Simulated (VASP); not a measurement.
# Ir3F in VASP: further runs

Ir3F is run at these levels: PBE; tasks: single point.

Everything below comes from runs of VASP 6.6.1. Logs are shortened: lines on timing, memory, paths and dates and some standing lists are left out, and cuts for length are marked.

### Step 1. The cell of the first run

The cell holds a slab with vacuum, 4 atoms: a = 2.737 Å, b = 2.737 Å, c = 19.843 Å, α = 90.00°, β = 90.00°, γ = 120.00°.

### Step 2. Single point, PBE

The input, INCAR:

```
ALGO     = Normal         # electronic algorithm
DIPOL    = 0.5 0.5 0.361
EDIFF    = 1E-6           # SCF threshold, eV
ENCUT    = 520            # plane-wave cutoff, eV
GGA      = PE             # functional
IDIPOL   = 3            
ISIF     = 2              # what is computed and relaxed
ISMEAR   = 0              # smearing method
LASPH    = True           # aspherical terms in the spheres
LCHARG   = False          # write CHGCAR
LDIPOL   = True         
LREAL    = False          # projectors in reciprocal space
LWAVE    = False          # write WAVECAR
NBANDS   = 25             # bands
NELM     = 100            # most SCF steps
PREC     = Accurate       # precision mode
SIGMA    = 0.1            # smearing width, eV
```

The input, KPOINTS:

```
k-points
0
Gamma
  12 12 1
```

The input, POSCAR:

```
Ir3F
1.0
    2.7367600872      0.0000000000      0.0000000000
   -1.3683800436      2.3701037596      0.0000000000
    0.0000000000      0.0000000000     19.8425800730
Ir F
3 1
Direct
    0.6666666667      0.3333333333      0.2015866881
    0.3333333333      0.6666666667      0.3110139949
    0.0000000000      0.0000000000      0.4204382718
    0.0000000000      0.3333333333      0.5093204895
```

Potentials or basis: VASP PAW PBE potentials, release 64 (Ir, F).

Run with:

```sh
> cat potpaw_PBE.64/Ir/POTCAR potpaw_PBE.64/F/POTCAR > POTCAR
> mpirun -np 1 vasp_std > vasp.out
```

OUTCAR:

```text
EDIFF = 1E-6
   ENCUT = 520
   GGA = PE
   ISIF = 2
   ISMEAR = 0
   LASPH = True
   LREAL = False
   NELM = 100
   PREC = Accurate

 ion  position               nearest neighbor table
   1  0.667  0.333  0.202-   2 2.69   2 2.69   2 2.69
   2  0.333  0.667  0.311-   3 2.69   3 2.69   3 2.69   1 2.69   1 2.69   1 2.69
   3  0.000  0.000  0.420-   4 1.99   4 2.54   2 2.69   2 2.69   2 2.69
   4  0.000  0.333  0.509-   3 1.99   3 2.54

  LATTYP: Found a hexagonal cell.
 ALAT       =     2.7367600872
 C/A-ratio  =     7.2503907689

  Lattice vectors:

 A1 = (   2.7367600872,   0.0000000000,   0.0000000000)
 A2 = (  -1.3683800436,   2.3701037596,   0.0000000000)
 A3 = (   0.0000000000,   0.0000000000,  19.8425800730)

Analysis of symmetry for initial positions (statically):
=====================================================================
 Subroutine PRICEL returns:
 Original cell was already a primitive cell.

 Routine SETGRP: Setting up the symmetry group for a
 hexagonal supercell.

 Subroutine GETGRP returns: Found  1 space group operations
 (whereof  1 operations were pure point group operations)
 out of a pool of 24 trial point group operations.

The static configuration has the point symmetry C_1 .

Analysis of symmetry for dynamics (positions and initial velocities):
=====================================================================
 Subroutine PRICEL returns:
 Original cell was already a primitive cell.

 Routine SETGRP: Setting up the symmetry group for a
 hexagonal supercell.

 Subroutine GETGRP returns: Found  1 space group operations
 (whereof  1 operations were pure point group operations)
 out of a pool of 24 trial point group operations.

The dynamic configuration has the point symmetry C_1 .

 Subroutine INISYM returns: Found  1 space group operations
 (whereof  1 operations are pure point group operations),
 and found     1 'primitive' translations

----------------------------------------------------------------------------------------

                                     Primitive cell

  volume of cell :     128.7070

  direct lattice vectors                    reciprocal lattice vectors
     2.736760087  0.000000000  0.000000000     0.365395566  0.210961228  0.000000000
    -1.368380044  2.370103760  0.000000000     0.000000000  0.421922456  0.000000000
     0.000000000  0.000000000 19.842580073     0.000000000  0.000000000  0.050396672

  length of vectors
     2.736760087  2.736760087 19.842580073     0.421922456  0.421922456  0.050396672

  position of ions in fractional coordinates (direct lattice)
     0.666666667  0.333333333  0.201586688
     0.333333333  0.666666667  0.311013995
     0.000000000  0.000000000  0.420438272
     0.000000000  0.333333333  0.509320489

  ion indices of the primitive-cell ions
   primitive index   ion index
                 1           1
                 2           2
                 3           3
                 4           4

----------------------------------------------------------------------------------------

 KPOINTS: k-points

Automatic generation of k-mesh.
 Grid dimensions read from file:
 generate k-points for:   12   12    1

 Generating k-lattice:

  Cartesian coordinates                     Fractional coordinates (reciprocal lattice)
     0.030449630  0.017580102  0.000000000     0.083333333  0.000000000  0.000000000
     0.000000000  0.035160205  0.000000000     0.000000000  0.083333333  0.000000000
     0.000000000  0.000000000  0.050396672     0.000000000  0.000000000  1.000000000

  Length of vectors
     0.035160205  0.035160205  0.050396672

  Shift w.r.t. Gamma in fractional coordinates (k-lattice)
     0.000000000  0.000000000  0.000000000

 Subroutine IBZKPT returns following result:
 ===========================================

 Found     74 irreducible k-points:

 Following reciprocal coordinates:
            Coordinates               Weight
  0.000000  0.000000  0.000000      1.000000
  0.083333 -0.000000  0.000000      2.000000
  0.000000  0.083333  0.000000      2.000000
 -0.083333  0.083333  0.000000      2.000000
  0.166667 -0.000000  0.000000      2.000000
  0.000000  0.166667  0.000000      2.000000
[... 16 lines left out ...]
  0.166667  0.083333  0.000000      2.000000
 -0.083333  0.250000  0.000000      2.000000
 [... further k-points ...]
   k-points           NKPTS =     74   k-points in BZ     NKDIM =     74   number of bands    NBANDS=     25
   number of dos      NEDOS =    301   number of ions     NIONS =      4
   total plane-waves  NPLWV =  60000
   dimension x,y,z NGX =    20 NGY =   20 NGZ =  150
   dimension x,y,z NGXF=    40 NGYF=   40 NGZF=  300
   ions per type =               3   1
   NGX,Y,Z   is equivalent  to a cutoff of  12.15, 12.15, 12.57 a.u.
   NGXF,Y,Z  is equivalent  to a cutoff of  24.30, 24.30, 25.13 a.u.
 SYSTEM =  unknown system
   PREC   = accura    normal or accurate (medium, high low for compatibility)
   ISTART =      0    job   : 0-new  1-cont  2-samecut
   ICHARG =      2    charge: 1-file 2-atom 10-const
   ISPIN  =      1    spin polarized calculation?
   LNONCOLLINEAR =      F non collinear calculations
   LSORBIT =      F    spin-orbit coupling
   LASPH  =      T    aspherical Exc in radial PAW
   ENCUT  =  520.0 eV  38.22 Ry    6.18 a.u.   5.09  5.09 36.89*2*pi/ulx,y,z
   NELM   =    100;   NELMIN=  2; NELMDL= -5     # of ELM steps
   EDIFF  = 0.1E-05   stopping-criterion for ELM
   LREAL  =      F    real-space projection
   EDIFFG = 0.1E-04   stopping-criterion for IOM
   NSW    =      0    number of steps for IOM
   IBRION =     -1    ionic relax: 0-MD 1-quasi-New 2-CG
   NFREE  =      0    steps in history (QN), initial steepest desc. (CG)
   ISIF   =      2    stress and relaxation
   ISYM   =      2    0-nonsym 1-usesym 2-fastsym
   POTIM  = 0.5000    time-step for ionic-motion
   TEBEG  =    0.0;   TEEND  =   0.0 temperature during run
   PSTRESS=    0.0 pullay stress
   NELECT =      34.0000    total number of electrons
   NUPDOWN=      -1.0000    fix difference up-down
   EMIN   =  10.00;   EMAX   =-10.00  energy-range for DOS
   EFERMI =   0.00;   METHOD = LEGACY
   ISMEAR =     0;   SIGMA  =   0.10  broadening in eV -4-tet -1-fermi 0-gaus
   EFERMI_NEDOS =   21; number of points for ismear=-14 and -15
   IALGO  =     38    algorithm
   IMIX   =      4    mixing-type and parameters
     AMIX     =   0.40;   BMIX     =  1.00
     AMIX_MAG =   1.60;   BMIX_MAG =  1.00
  volume/ion in A,a.u.               =      32.18       217.14
  Fermi-wavevector in a.u.,A,eV,Ry     =   1.050430  1.985025 15.012708  1.103403
  Thomas-Fermi vector in A             =   2.185433
   LORBIT       =      0    0 simple, 1 ext, 2 COOP (PROOUT), +10 PAW based schemes
   GGA     = PE    functional components
   LHFCALC =     F    Hartree Fock is set to
   AEXX    =    0.0000 exact exchange contribution
   IVDW    =     0    specifies the selected vdW correction
   LEPSILON=     F    determine dielectric tensor
   LRPA    =     F    only Hartree local field effects (RPA)
 non-spin polarized calculation
 Gauss-broadening in eV      SIGMA  =   0.10
  energy-cutoff  :      520.00
  volume of cell :      128.71
 maximum number of plane-waves:      3499
   NGX = 11   NGY = 11   NGZ = 73

 dipolmoment           0.000000      0.000000     -0.031960 electrons x Angstroem

 number of electron      33.9999999 magnetization

 dipolmoment           0.000000      0.000000      0.113436 electrons x Angstroem

 Free energy of the ion-electron system (eV)
  ---------------------------------------------------
  ext. energy  EPLUGINS =         0.00000000
  ---------------------------------------------------
  free energy    TOTEN  =       -28.31331806 eV

  energy without entropy =      -28.29248553  energy(sigma->0) =      -28.30290180

 E-fermi :  -0.8423     XC(G=0):  -6.1495

 val. band max:       -0.8476094915   @ k =  -0.4167   0.5000   0.0000
 cond. band min:      -0.8311353210   @ k =   0.2500   0.1667   0.0000
 fundamental gap:      0.0164741704
 Fermi energy:        -0.8423444820

 k-point     1 :       0.0000    0.0000    0.0000
  band No.  band energies     occupation
      1     -23.4639      2.00000
      2     -11.0223      2.00000
      3      -9.0370      2.00000
      4      -8.6050      2.00000
      5      -6.0213      2.00000
      6      -4.8462      2.00000
[... 17 lines left out ...]
     24       4.5782      0.00000
     25       6.7834      0.00000

 k-point     2 :       0.0833   -0.0000    0.0000
  band No.  band energies     occupation
      1     -23.4313      2.00000
      2     -10.7663      2.00000
      3      -8.7948      2.00000
      4      -8.3548      2.00000
      5      -6.0249      2.00000
      6      -5.0361      2.00000
[... 17 lines left out ...]
     24       4.8394      0.00000
     25       6.9771      0.00000

 k-point     3 :       0.0000    0.0833    0.0000
  band No.  band energies     occupation
      1     -23.4316      2.00000
      2     -10.7663      2.00000
      3      -8.7816      2.00000
      4      -8.3538      2.00000
      5      -6.0607      2.00000
      6      -5.0314      2.00000
[... 552 lines left out ...]
 k-point    23 :       0.1667    0.0833    0.0000
  band No.  band energies     occupation
      1     -23.2636      2.00000
      2      -9.4479      2.00000
      3      -7.7231      2.00000
      4      -7.2139      2.00000
      5      -6.2513      2.00000
      6      -5.8843      2.00000
[... 17 lines left out ...]
     24       6.4368      0.00000
     25       8.1622      0.00000

 k-point    24 :      -0.0833    0.2500    0.0000
  band No.  band energies     occupation
      1     -23.2660      2.00000
      2      -9.4507      2.00000
      3      -7.6139      2.00000
      4      -7.2232      2.00000
      5      -6.3141      2.00000
      6      -6.0630      2.00000
[... 17 lines left out ...]
     24       6.3463      0.00000
     25       8.1278      0.00000

 [... further k-points ...]

------------------------ aborting loop because EDIFF is reached ----------------------------------------

 vacuum level on the upper side and lower side of the slab       (xc-potential included)         1.530        -1.550

  FORCE on cell =-STRESS in cart. coord.  units (eV):
  Direction    XX          YY          ZZ          XY          YZ          ZX
  --------------------------------------------------------------------------------------
  -------------------------------------------------------------------------------------
  Total       -0.3150387     -0.8747969      0.0009477      0.4772862      0.2161600     -0.2246688
  in kB       -3.9216807    -10.8896920      0.0117967      5.9413788      2.6908139     -2.7967334
  external PRESSURE =      -4.9331920 kB  Pullay stress =       0.0000000 kB

 VOLUME and BASIS-vectors are now :
 -----------------------------------------------------------------------------
  energy-cutoff  :      520.00
  volume of cell :      128.71
      direct lattice vectors                 reciprocal lattice vectors
     2.736760087  0.000000000  0.000000000     0.365395566  0.210961228  0.000000000
    -1.368380044  2.370103760  0.000000000     0.000000000  0.421922456  0.000000000
     0.000000000  0.000000000 19.842580073     0.000000000  0.000000000  0.050396672

 POSITION                                       TOTAL-FORCE (eV/Angst)
 -----------------------------------------------------------------------------------
      1.36838      0.79003      4.00000         0.165524     -0.138086     -0.255121
     -0.00000      1.58007      6.17132        -0.095416     -0.098466      0.601270
      0.00000      0.00000      8.34258        -0.233409      0.576258     -0.496347
     -0.45613      0.79003     10.10623         0.163302     -0.339707      0.150198
 -----------------------------------------------------------------------------------
    total drift:                                0.000129     -0.000253     -0.000587

  FREE ENERGIE OF THE ION-ELECTRON SYSTEM (eV)
  ---------------------------------------------------
  free  energy   TOTEN  =       -28.3133180625 eV

  energy  without entropy=      -28.2924855322  energy(sigma->0) =      -28.30290180

 vacuum level on the upper side and lower side of the slab         7.684         4.514
```

Run time: 8.2 min. Hardware: 1 thread of Intel Xeon 8259CL, shared host; peak memory 0.37 GiB.

What came out:

```yaml
Free_energy: -28.3133 eV
Largest_force: 0.796 eV/Å
Band_gap_on_the_k_mesh: zero (bands 17 and 18 overlap by 2.21 eV)
```

Forces on the atoms (eV/Å):
```
Ir   0.166 -0.138 -0.255
Ir  -0.095 -0.098  0.601
Ir  -0.233  0.576 -0.496
F    0.163 -0.340  0.150
```

Caveat: spin-orbit coupling is left out, which moves the levels of the heavy elements.

### Step 3. Single point, PBE

The input, INCAR:

```
SYSTEM = Ir3F
PREC     = Accurate       ! precision mode
ENCUT    = 520            ! plane-wave cutoff, eV
EDIFF    = 1E-6           ! SCF threshold, eV
ISMEAR   = 0              ! smearing method
SIGMA    = 0.1            ! smearing width, eV
LREAL    = .False.        ! projectors in reciprocal space
LASPH    = .True.         ! aspherical terms in the spheres
NELM     = 80             ! most SCF steps
ALGO     = Normal         ! electronic algorithm
ISIF     = 2              ! what is computed and relaxed
LWAVE    = .False.        ! write WAVECAR
LCHARG   = .False.        ! write CHGCAR
LDIPOL   = .True.       
IDIPOL   = 3            
DIPOL    = 0.5 0.5 0.362
GGA      = PE             ! functional
NBANDS   = 25             ! bands
```

The input, KPOINTS:

```
regular mesh
0
Gamma
  12 12 1
  0 0 0
```

POSCAR: that of step 2 with these lines changed.

```diff
@@ -11,2 +11,2 @@
     0.0000000000      0.0000000000      0.4204382718
-    0.0000000000      0.3333333333      0.5093204895
+    0.0000000000      0.1666666667      0.5140092906
```

Potentials or basis: VASP PAW PBE potentials, release 64 (Ir, F).

Run with:

```sh
> cat potpaw_PBE.64/Ir/POTCAR potpaw_PBE.64/F/POTCAR > POTCAR
> mpirun -np 1 vasp_std > vasp.out
```

Wall time 9.3 min (1 thread of Intel Xeon 8259CL, shared host); peak memory 0.37 GiB.

It converged, with:

```yaml
Free_energy: -28.6064 eV
Largest_force: 1.070 eV/Å
Band_gap_on_the_k_mesh: zero (bands 17 and 18 overlap by 2.33 eV)
```

Forces in eV/Å, atoms in the order of the input:
```
Ir   0.063 -0.114 -0.365
Ir   0.053 -0.083  0.708
Ir  -0.461  0.764 -0.590
F    0.346 -0.567  0.247
```

Levels at points of the mesh, in eV from the Fermi level:
| k point | band 14 | band 15 | band 16 | band 17 | band 18 | band 19 |
| --- | --- | --- | --- | --- | --- | --- |
| (0.00, 0.00, 0.00) | -2.40 | -1.93 | -1.17 | -1.06 | -0.40 | -0.22 |
| (0.50, 0.00, 0.00) | -0.69 | 0.47 | 0.79 | 1.14 | 1.25 | 1.54 |
| (0.00, 0.50, 0.00) | -0.62 | 0.53 | 0.81 | 1.20 | 1.33 | 1.51 |
| (0.50, 0.50, 0.00) | -0.56 | 0.54 | 0.81 | 0.98 | 1.22 | 1.54 |

Caveat: spin-orbit coupling is left out, which moves the levels of the heavy elements.

### Step 4. Single point, PBE

The input, INCAR:

```
PREC = Accurate
ENCUT = 520
EDIFF = 1E-6
ISMEAR = 0
SIGMA = 0.1
LREAL = False
LASPH = True
NELM = 60
ALGO = Normal
ISIF = 2
LWAVE = False
LCHARG = False
LDIPOL = True
IDIPOL = 3
DIPOL = 0.5 0.5 0.360
GGA = PE
NBANDS = 25
```

The input, KPOINTS:

```
Automatic mesh
0
Gamma
  12 12 1
```

POSCAR: that of step 3 with these lines changed.

```diff
@@ -11,2 +11,2 @@
     0.0000000000      0.0000000000      0.4204382718
-    0.0000000000      0.1666666667      0.5140092906
+    0.1666666667      0.6666666667      0.5069123668
```

Run with:

```sh
> cat potpaw_PBE.64/Ir/POTCAR potpaw_PBE.64/F/POTCAR > POTCAR
> mpirun -np 1 vasp_std > vasp.out
```

Wall time 11 min (1 thread of Intel Xeon 8259CL, shared host); peak memory 0.37 GiB.

It converged, with:

```yaml
Free_energy: -28.1198 eV
Largest_force: 0.971 eV/Å
Band_gap_on_the_k_mesh: zero (bands 17 and 18 overlap by 2.05 eV)
```

Forces on the atoms (eV/Å):
```
Ir  -0.001  0.098 -0.198
Ir  -0.226 -0.039  0.603
Ir   0.845 -0.116 -0.464
F   -0.618  0.057  0.059
```

Levels at points of the mesh, in eV from the Fermi level:
```csv
k point,band 13,band 14,band 15,band 16,band 17,band 18,band 19,band 20,band 21,band 22
"(0.00, 0.00, 0.00)",-2.92,-2.72,-1.97,-1.24,-1.12,-0.56,-0.46,-0.17,0.56,0.67
"(0.50, 0.00, 0.00)",-1.02,-0.66,0.43,0.67,0.87,1.13,1.49,1.76,3.29,3.69
"(0.00, 0.50, 0.00)",-1.30,-0.51,0.39,0.66,0.80,1.14,1.49,2.05,3.27,3.92
"(0.50, 0.50, 0.00)",-1.10,-0.47,0.47,0.71,0.78,1.13,1.49,1.96,3.27,4.05
```

Caveat: spin-orbit coupling is left out, which moves the levels of the heavy elements.

(Part 1 of 2 ends here.)
